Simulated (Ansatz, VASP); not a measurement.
**Au in VASP and in Ansatz**

Contents of INCAR:

```
ALGO = Fast
EDIFF = 1E-6
ENCUT = 520
GGA = PS
ISIF = 2
ISMEAR = 0
LASPH = True
LCHARG = True
LELF = True
LREAL = False
LVHAR = True
LWAVE = False
NBANDS = 12
NELM = 100
PREC = Accurate
SIGMA = 0.15
```

Contents of KPOINTS:

```
k-points
0
Gamma
  22 22 22
```

The input POSCAR:

```
Au
1.0
   -1.8370007372      1.6620482860      1.6620482860
    1.6620482860     -1.8370007372      1.6620482860
    1.6620482860      1.6620482860     -1.8370007372
Au
1
Direct
    0.0000000000      0.0000000000      0.0000000000
```

Input for Ansatz:

```yaml
crystal:
  lattice:
    - [-1.8370007372, 1.662048286, 1.662048286]
    - [1.662048286, -1.8370007372, 1.662048286]
    - [1.662048286, 1.662048286, -1.8370007372]
  atoms:
    - { symbol: Au, position: [0.0, 0.0, 0.0] }
basis:
  ecutwfc: 420
kpoints:
  mp_grid: { grid: [22, 22, 22] }
hamiltonian:
  xc: pbesol
scf:
  occupations: { method: gaussian, width: 0.15 }
output:
  forces: true
  stress: true
  eigenvalues: true
```

Alike in both runs: task single point; functional PBEsol; k mesh 22 × 22 × 22; occupations gaussian, width 0.15 eV; no spin polarisation.

|  | VASP | Ansatz |
| --- | --- | --- |
| version | VASP 6.6.1 | Ansatz 0.2.0 |
| potentials or method | VASP PAW PBE potentials, release 64 (Au), cutoff 520 eV | scalar-relativistic, plane waves, PAW |
| valence electrons in the cell | 11 | 19 |

|  | VASP | Ansatz | Ansatz less VASP |
| --- | --- | --- | --- |
| gap on the k mesh at the Fermi level (eV) | none | none | - |
| pressure (GPa) | -2.3 | -2.1 | +0.23 |
| traceless stress, the component that is largest in VASP (GPa) | 11.21 | 11.26 | +0.049 |

VASP's potentials were made for PBE, not for PBEsol. A gap of «none» marks a metal or a gap that the smearing closes. With one functional, cell and mesh, what is left measures potentials, basis and numerics. VASP's potentials hold 11 valence electrons a cell and Ansatz's 19, so a difference there can come from the potentials and not from the codes.

Spin-orbit coupling is off throughout.
